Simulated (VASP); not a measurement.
Input of a VASP 6.6.1 run:

Contents of INCAR:

```
SYSTEM = Ag
ALGO     = Normal         ! electronic algorithm
EDIFF    = 1E-6           ! SCF threshold, eV
ENCUT    = 500            ! plane-wave cutoff, eV
GGA      = PE             ! functional
GGA_COMPAT= .False.      
ISIF     = 2              ! what is computed and relaxed
ISMEAR   = -1             ! smearing method
LASPH    = .True.         ! aspherical terms in the spheres
LCHARG   = .False.        ! write CHGCAR
LREAL    = .False.        ! projectors in reciprocal space
LWAVE    = .False.        ! write WAVECAR
NBANDS   = 12             ! bands
NELM     = 120            ! most SCF steps
PREC     = Accurate       ! precision mode
SIGMA    = 0.08           ! smearing width, eV
```

KPOINTS

```
k-points
0
Gamma
  18 18 18
  0 0 0
```

Contents of POSCAR:

```
Ag
1.0
    0.0000000000      2.0742205998      2.0742205998
    2.0742205998      0.0000000000      2.0742205998
    2.0742205998      2.0742205998      0.0000000000
Ag
1
Direct
    0.0000000000      0.0000000000      0.0000000000
```

Potentials or basis: VASP PAW PBE potentials, release 64 (Ag).

Command:

```sh
$ cat potpaw_PBE.64/Ag/POTCAR > POTCAR
$ mpirun -np 1 vasp_std > vasp.out
```

Task: What does it give for the pressure?

Result: -0.1 GPa.

Task: Predict the band gap on the k mesh.

Result: Zero (an odd number of electrons rules out a gap without spin polarisation).
